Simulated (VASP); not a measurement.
# Ca (Fm-3m) in VASP: single point with PBEsol

Aim: the single point of Ca with PBEsol.

All numbers are computed with VASP 6.6.1; they aren't measurements. Logs are shortened: lines on timing, memory, paths and dates and some standing lists are left out, and cuts for length are marked.

## (1) The cell of the first run

The structure is cubic, space group Fm-3m (No. 225). The conventional cell has a = 8.675 Å, b = 8.675 Å, c = 8.675 Å, α = 90.00°, β = 90.00°, γ = 90.00°. Within 4.9 Å of Ca (site symmetry -43m) lie 10 Ca at 3.76 to 4.34 Å. Ca (site symmetry m-3m) has 8 Ca at 3.76 Å within 4.9 Å.

## (2) Single point, PBEsol

Contents of INCAR:

```
PREC     = Accurate       # precision mode
ENCUT    = 520            # plane-wave cutoff, eV
EDIFF    = 1E-6           # SCF threshold, eV
ISMEAR   = 1              # smearing method
SIGMA    = 0.15           # smearing width, eV
LREAL    = F              # projectors in reciprocal space
LASPH    = T              # aspherical terms in the spheres
NELM     = 100            # most SCF steps
ALGO     = Normal         # electronic algorithm
ISIF     = 2              # what is computed and relaxed
LWAVE    = F              # write WAVECAR
LCHARG   = F              # write CHGCAR
GGA      = PS             # functional
NBANDS   = 22             # bands
```

Contents of KPOINTS:

```
regular mesh
0
Gamma
  5 5 5
```

Contents of POSCAR:

```
Ca
1.0
    0.0000000000      4.3373300000      4.3373300000
    4.3373300000      0.0000000000      4.3373300000
    4.3373300000      4.3373300000      0.0000000000
Ca
3
Direct
    0.2500000000      0.2500000000      0.2500000000
    0.7500000000      0.7500000000      0.7500000000
    0.5000000000      0.5000000000      0.5000000000
```

Potentials or basis: VASP PAW PBE potentials, release 64 (Ca_sv).

Run with:

```sh
cat potpaw_PBE.64/Ca_sv/POTCAR > POTCAR
mpirun -np 1 vasp_std > vasp.out
```

OUTCAR:

```text
PREC = Accurate
   ENCUT = 520
   EDIFF = 1E-6
   ISMEAR = 1
   LREAL = F
   LASPH = T
   NELM = 100
   ISIF = 2
   GGA = PS

 ion  position               nearest neighbor table
   1  0.250  0.250  0.250-
   2  0.750  0.750  0.750-
   3  0.500  0.500  0.500-

  LATTYP: Found a face centered cubic cell.
 ALAT       =     8.6746600000

  Lattice vectors:

 A1 = (   0.0000000000,   4.3373300000,   4.3373300000)
 A2 = (   4.3373300000,   0.0000000000,   4.3373300000)
 A3 = (   4.3373300000,   4.3373300000,   0.0000000000)

Analysis of symmetry for initial positions (statically):
=====================================================================
 Subroutine PRICEL returns:
 Original cell was already a primitive cell.

 Routine SETGRP: Setting up the symmetry group for a
 face centered cubic supercell.

 Subroutine GETGRP returns: Found 48 space group operations
 (whereof 48 operations were pure point group operations)
 out of a pool of 48 trial point group operations.

The static configuration has the point symmetry O_h .

Analysis of symmetry for dynamics (positions and initial velocities):
=====================================================================
 Subroutine PRICEL returns:
 Original cell was already a primitive cell.

 Routine SETGRP: Setting up the symmetry group for a
 face centered cubic supercell.

 Subroutine GETGRP returns: Found 48 space group operations
 (whereof 48 operations were pure point group operations)
 out of a pool of 48 trial point group operations.

The dynamic configuration has the point symmetry O_h .

 Subroutine INISYM returns: Found 48 space group operations
 (whereof 48 operations are pure point group operations),
 and found     1 'primitive' translations

----------------------------------------------------------------------------------------

                                     Primitive cell

  volume of cell :     163.1914

  direct lattice vectors                    reciprocal lattice vectors
     0.000000000  4.337330000  4.337330000    -0.115278293  0.115278293  0.115278293
[... 65 lines left out ...]
   ISTART =      0    job   : 0-new  1-cont  2-samecut
   ICHARG =      2    charge: 1-file 2-atom 10-const
   ISPIN  =      1    spin polarized calculation?
   LNONCOLLINEAR =      F non collinear calculations
   LSORBIT =      F    spin-orbit coupling
   LASPH  =      T    aspherical Exc in radial PAW
   ENCUT  =  520.0 eV  38.22 Ry    6.18 a.u.  11.41 11.41 11.41*2*pi/ulx,y,z
   NELM   =    100;   NELMIN=  2; NELMDL= -5     # of ELM steps
   EDIFF  = 0.1E-05   stopping-criterion for ELM
   LREAL  =      F    real-space projection
   EDIFFG = 0.1E-04   stopping-criterion for IOM
   NSW    =      0    number of steps for IOM
   IBRION =     -1    ionic relax: 0-MD 1-quasi-New 2-CG
   NFREE  =      0    steps in history (QN), initial steepest desc. (CG)
   ISIF   =      2    stress and relaxation
   ISYM   =      2    0-nonsym 1-usesym 2-fastsym
   POTIM  = 0.5000    time-step for ionic-motion
   TEBEG  =    0.0;   TEEND  =   0.0 temperature during run
   PSTRESS=    0.0 pullay stress
   NELECT =      30.0000    total number of electrons
   NUPDOWN=      -1.0000    fix difference up-down
   EMIN   =  10.00;   EMAX   =-10.00  energy-range for DOS
   EFERMI =   0.00;   METHOD = LEGACY
   ISMEAR =     1;   SIGMA  =   0.15  broadening in eV -4-tet -1-fermi 0-gaus
   EFERMI_NEDOS =   21; number of points for ismear=-14 and -15
   IALGO  =     38    algorithm
   IMIX   =      4    mixing-type and parameters
     AMIX     =   0.40;   BMIX     =  1.00
     AMIX_MAG =   1.60;   BMIX_MAG =  1.00
  volume/ion in A,a.u.               =      54.40       367.09
  Fermi-wavevector in a.u.,A,eV,Ry     =   0.930857  1.759064 11.789367  0.866494
  Thomas-Fermi vector in A             =   2.057289
   LORBIT       =      0    0 simple, 1 ext, 2 COOP (PROOUT), +10 PAW based schemes
   GGA     = PS    functional components
   LHFCALC =     F    Hartree Fock is set to
   AEXX    =    0.0000 exact exchange contribution
   IVDW    =     0    specifies the selected vdW correction
   LEPSILON=     F    determine dielectric tensor
   LRPA    =     F    only Hartree local field effects (RPA)
 non-spin polarized calculation
 Methfessel and Paxton  Order N= 1 SIGMA  =   0.15
  energy-cutoff  :      520.00
  volume of cell :      163.19
 maximum number of plane-waves:      4477
 NGX is ok and might be reduce to    48
   NGX = 23   NGY = 23   NGZ = 23

 number of electron      30.0000002 magnetization

 Free energy of the ion-electron system (eV)
  ---------------------------------------------------
  ext. energy  EPLUGINS =         0.00000000
  ---------------------------------------------------
  free energy    TOTEN  =        -5.01513518 eV

  energy without entropy =       -5.01600206  energy(sigma->0) =       -5.01542414

 E-fermi :   0.8532     XC(G=0):  -6.9733

 val. band max:        0.8476553116   @ k =   0.2000   0.0000   0.0000
 cond. band min:       1.0295301196   @ k =   0.4000   0.2000   0.0000
 fundamental gap:      0.1818748080
 Fermi energy:         0.8532203570

 k-point     1 :       0.0000    0.0000    0.0000
  band No.  band energies     occupation
      1     -41.5162      2.00000
      2     -41.5126      2.00000
      3     -41.3227      2.00000
      4     -22.5663      2.00000
      5     -22.5663      2.00000
      6     -22.5663      2.00000
[... 239 lines left out ...]
     21       2.2402     -0.00000
     22       2.7288     -0.00000

------------------------ aborting loop because EDIFF is reached ----------------------------------------

  FORCE on cell =-STRESS in cart. coord.  units (eV):
  Direction    XX          YY          ZZ          XY          YZ          ZX
  --------------------------------------------------------------------------------------
  -------------------------------------------------------------------------------------
  Total       -0.7220954     -0.7220954     -0.7220954      0.0000000      0.0000000     -0.0000000
  in kB       -7.0893717     -7.0893717     -7.0893717      0.0000000      0.0000000     -0.0000000
  external PRESSURE =      -7.0893717 kB  Pullay stress =       0.0000000 kB

 VOLUME and BASIS-vectors are now :
 -----------------------------------------------------------------------------
  energy-cutoff  :      520.00
  volume of cell :      163.19
      direct lattice vectors                 reciprocal lattice vectors
     0.000000000  4.337330000  4.337330000    -0.115278293  0.115278293  0.115278293
     4.337330000  0.000000000  4.337330000     0.115278293 -0.115278293  0.115278293
     4.337330000  4.337330000  0.000000000     0.115278293  0.115278293 -0.115278293

 POSITION                                       TOTAL-FORCE (eV/Angst)
 -----------------------------------------------------------------------------------
      2.16866      2.16866      2.16866         0.000000      0.000000      0.000000
      6.50599      6.50599      6.50599        -0.000000     -0.000000     -0.000000
      4.33733      4.33733      4.33733         0.000000      0.000000      0.000000
 -----------------------------------------------------------------------------------
    total drift:                               -0.000000     -0.000000      0.000000

  FREE ENERGIE OF THE ION-ELECTRON SYSTEM (eV)
  ---------------------------------------------------
  free  energy   TOTEN  =        -5.0151351771 eV

  energy  without entropy=       -5.0160020646  energy(sigma->0) =       -5.01542414
```

OSZICAR:

```text
N       E                     dE             d eps       ncg     rms          rms(c)
DAV:   1     0.265695555865E+03    0.26570E+03   -0.14749E+04   464   0.119E+03
DAV:   2     0.118445583327E+02   -0.25385E+03   -0.25006E+03   452   0.352E+02
DAV:   3    -0.354009194436E+01   -0.15385E+02   -0.14929E+02   836   0.610E+01
DAV:   4    -0.496810838508E+01   -0.14280E+01   -0.14193E+01   668   0.177E+01
DAV:   5    -0.502435182869E+01   -0.56243E-01   -0.56204E-01   662   0.363E+00    0.357E+00
DAV:   6    -0.501583404145E+01    0.85178E-02   -0.69720E-02   720   0.199E+00    0.202E+00
DAV:   7    -0.501524711020E+01    0.58693E-03   -0.39494E-02   640   0.213E+00    0.191E-01
DAV:   8    -0.501504441850E+01    0.20269E-03   -0.52273E-03   678   0.626E-01    0.154E-01
DAV:   9    -0.501511123699E+01   -0.66818E-04   -0.37179E-04   672   0.142E-01    0.347E-02
DAV:  10    -0.501513558225E+01   -0.24345E-04   -0.55131E-05   652   0.657E-02    0.104E-02
DAV:  11    -0.501513449984E+01    0.10824E-05   -0.53705E-06   640   0.160E-02    0.352E-03
DAV:  12    -0.501513550676E+01   -0.10069E-05   -0.41277E-07   400   0.548E-03    0.202E-03
DAV:  13    -0.501513517708E+01    0.32967E-06   -0.78085E-08   400   0.171E-03
   1 F= -.50151352E+01 E0= -.50154241E+01  d E =0.866888E-03
```

Wall time 1.7 min (1 thread of Intel Xeon 8259CL, shared host); peak memory 0.32 GiB.

Results:

* Free energy: -5.0151 eV
* Pressure: -0.7 GPa
* Band gap on the k mesh: zero (bands 15 and 16 overlap by 0.79 eV)

Caveat: the PAW data sets were made with another functional, which shifts forces and pressure a little.
